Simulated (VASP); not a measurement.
A run of VASP 6.6.1 is set up as follows.

The input INCAR:

```
SYSTEM = Al3As3H
ALGO     = Normal         ! electronic algorithm
DIPOL    = 0.5 0.5 0.491
EDIFF    = 1E-6           ! SCF threshold, eV
ENCUT    = 520            ! plane-wave cutoff, eV
GGA      = PS             ! functional
IDIPOL   = 3            
ISIF     = 2              ! what is computed and relaxed
ISMEAR   = 0              ! smearing method
ISPIN    = 2              ! spin polarisation
LASPH    = .True.         ! aspherical terms in the spheres
LCHARG   = .False.        ! write CHGCAR
LDIPOL   = .True.       
LORBIT   = 11             ! projections on sites
LREAL    = .False.        ! projectors in reciprocal space
LWAVE    = .False.        ! write WAVECAR
MAGMOM   = 0 0 0 0 0 0 1  ! initial moments
NBANDS   = 26             ! bands
NELM     = 150            ! most SCF steps
PREC     = Accurate       ! precision mode
SIGMA    = 0.05           ! smearing width, eV
```

File KPOINTS:

```
k-points
0
Gamma
  9 9 1
  0 0 0
```

The input POSCAR:

```
Al3As3H
1.0
    4.0125456560      0.0000000000      0.0000000000
   -2.0062728280      3.4749664720      0.0000000000
    0.0000000000      0.0000000000     26.3715170702
As Al H
3 3 1
Direct
    0.0000000000      0.0000000000      0.3223174448
    0.3333333334      0.6666666667      0.4465510944
    0.6667223835      0.3334447669      0.5703161948
    0.3333333334      0.6666666667      0.3533758573
    0.6666596585      0.3333193171      0.4783707628
    0.0001440680      0.0002881360      0.6045206548
   -0.0002454342     -0.0004908683      0.6649355996
```

Potentials or basis: VASP PAW PBE potentials, release 64 (As, Al, H).

Launch:

```console
$ cat potpaw_PBE.64/As/POTCAR potpaw_PBE.64/Al/POTCAR potpaw_PBE.64/H/POTCAR > POTCAR
$ mpirun -np 1 vasp_std > vasp.out
```

Question: Predict the site moments.

Answer: As +0.26, +0.09, +0.05; Al +0.00, +0.01 (each value once); H +0.01 μB.

Question: What does it give for the largest force?

Answer: 0.446 eV/Å.

Forces on the atoms (eV/Å):
```
As   0.000  0.000  0.314
As   0.000  0.000  0.109
As   0.000  0.003  0.005
Al   0.000  0.000 -0.446
Al   0.000  0.000 -0.001
Al   0.000 -0.004  0.004
H    0.000  0.002  0.015
```

Caveat: the PAW data sets were made with another functional, which shifts forces and pressure a little.
